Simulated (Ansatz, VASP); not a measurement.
## Yb3NbN4: VASP beside Ansatz

```
Yb Nb N
1.0
     3.29632    1.90313    2.69303
    -3.29632    1.90313    2.69303
     0.00000   -3.80627    2.69303
Yb Nb N
3 1 4
Direct
  0.00000 0.00000 0.50000
  0.50000 0.00000 0.00000
  0.00000 0.50000 0.00000
  0.50000 0.50000 0.50000
  0.50000 0.50000 0.00000
  0.00000 0.50000 0.50000
  0.50000 0.00000 0.50000
  0.00000 0.00000 0.00000
```

Alike in both runs: functional PBE; k mesh 3 × 3 × 3; occupations gaussian, width 0.15 eV; collinear spin.

Ansatz relaxed the structure, and its values are those at the end. VASP's run is a single point on that final structure, the one shown.

|  | VASP | Ansatz |
| --- | --- | --- |
| version | VASP 6.6.1 | Ansatz 0.2.0 |
| potentials or method | VASP PAW PBE potentials, release 64 (Yb, Nb_sv, N), cutoff 520 eV | scalar-relativistic, plane waves, PAW |
| valence electrons in the cell | 105 | 105 |

|  | VASP | Ansatz | Ansatz less VASP |
| --- | --- | --- | --- |
| gap on the k mesh at the Fermi level (eV) | none | none | - |
| pressure (GPa) | 0.3 | -0.2 | -0.49 |
| net moment per atom (μB) | 0.00 | 0.00 | -0.001 |

A gap of «none» marks a metal or a gap that the smearing closes. With one functional, cell and mesh, what is left measures potentials, basis and numerics. Ansatz's warnings: seeded moment not kept.

The k mesh is coarse, so the values compare programs but aren't converged. Spin-orbit coupling is off throughout.
